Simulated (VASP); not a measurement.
Input of a VASP 6.6.1 run:

Contents of INCAR:

```
SYSTEM = AlP
PREC = Accurate ; ENCUT = 450
EDIFF = 1E-7 ; ISMEAR = -1
SIGMA = 0.02 ; LREAL = .False.
LASPH = .True. ; NELM = 120
ALGO = Normal ; ISIF = 2
LWAVE = .False. ; LCHARG = .False.
GGA = PE ; IBRION = 2
NSW = 80 ; EDIFFG = -0.02
GGA_COMPAT = .False. ; NELMIN = 4
```

Contents of KPOINTS:

```
regular mesh
0
Gamma
  14 14 14
  0 0 0
```

Contents of POSCAR:

```
AlP
1.0
    0.0000000000      2.7631507488      2.7631507488
    2.7631507488      0.0000000000      2.7631507488
    2.7631507488      2.7631507488      0.0000000000
Al P
1 1
Direct
    0.0000000000      0.0000000000      0.0000000000
    0.2500000000      0.2500000000      0.2500000000
```

Potentials or basis: VASP PAW PBE potentials, release 64 (Al, P).

Run with:

```console
$ cat potpaw_PBE.64/Al/POTCAR potpaw_PBE.64/P/POTCAR > POTCAR
$ mpirun -np 1 vasp_std > vasp.out
```

Problem. Estimate the band gap on the k mesh.

Solution. 1.65 eV (least direct gap 3.00 eV).

Final structure:
```yaml
crystal:
  lattice:
    - [0.00000, 2.76315, 2.76315]
    - [2.76315, 0.00000, 2.76315]
    - [2.76315, 2.76315, 0.00000]
  atoms:
    - { symbol: Al, position: [0.00000, 0.00000, 0.00000] }
    - { symbol: P, position: [0.25000, 0.25000, 0.25000] }
```

Caveat: the relaxation stopped at its first step, so nothing moved. A k mesh can miss the band edges.
